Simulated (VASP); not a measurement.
A run of VASP 6.6.1:

Contents of INCAR:

```
SYSTEM = CaO
PREC = Accurate
ENCUT = 520
EDIFF = 1E-7
ISMEAR = -1
SIGMA = 0.02
LREAL = .False.
LASPH = .True.
NELM = 60
ALGO = Normal
ISIF = 2
LWAVE = .False.
LCHARG = .False.
GGA = PE
NBANDS = 15
```

Contents of KPOINTS:

```
regular mesh
0
Gamma
  10 10 10
  0 0 0
```

POSCAR

```
CaO
1.0
    0.0000000000      2.3975501188      2.3975501188
    2.3443245062      0.0000000000      2.3975501188
    2.3443245062      2.3975501188      0.0000000000
Ca O
1 1
Direct
    0.0000000000      0.0000000000      0.0000000000
    0.5000000000      0.5000000000      0.5000000000
```

Potentials or basis: VASP PAW PBE potentials, release 64 (Ca_sv, O).

Launch:

```console
$ cat potpaw_PBE.64/Ca_sv/POTCAR potpaw_PBE.64/O/POTCAR > POTCAR
$ mpirun -np 1 vasp_std > vasp.out
```

Hardware: 1 thread of Intel(R) Xeon(R) Platinum 8559C (Emerald Rapids) (shared host).

Q: How long does it take, and how much memory?

A: It took 31 s on 1 thread of Intel(R) Xeon(R) Platinum 8559C (Emerald Rapids), on a shared host, peak memory 0.18 GiB. Counts: scf iterations 14, k points 102.
